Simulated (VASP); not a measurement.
Here is a VASP 6.6.1 calculation.

The input INCAR:

```
SYSTEM = SnO2
ALGO = Normal
EDIFF = 1E-7
ENCUT = 520
GGA = PS
ISIF = 2
ISMEAR = 0
LASPH = .TRUE.
LCHARG = .TRUE.
LELF = .TRUE.
LREAL = .FALSE.
LVHAR = .TRUE.
LWAVE = .FALSE.
NBANDS = 20
NELM = 80
PREC = Accurate
SIGMA = 0.01
```

Contents of KPOINTS:

```
k-points
0
G
  8 8 8
  0 0 0
```

POSCAR

```
SnO2
1.0
    1.6662711241      0.9620220821      4.7781164204
   -1.5444524285      0.9478262158      4.7398422924
    0.0486153670     -1.8114481459      4.7398422924
Sn O
1 2
Direct
    0.5000000000      0.5000000000      0.5000000000
    0.2264803142      0.2419482466      0.2419482466
    0.7735196858      0.7580517534      0.7580517534
```

Potentials or basis: VASP PAW PBE potentials, release 64 (Sn_d, O).

Run with:

```sh
$ cat potpaw_PBE.64/Sn_d/POTCAR potpaw_PBE.64/O/POTCAR > POTCAR
$ mpirun -np 1 vasp_std > vasp.out
```

(1) Estimate the pressure.

(2) What does it give for the band gap on the k mesh?

(3) Predict the largest force.

Answers

(1) 0.1 GPa.

(2) 2.04 eV, indirect (least direct gap 2.21 eV).

(3) 0.051 eV/Å.

Caveat: the PAW data sets were made with another functional, which shifts forces and pressure a little; spin-orbit coupling is left out, which moves the levels of the heavy elements.
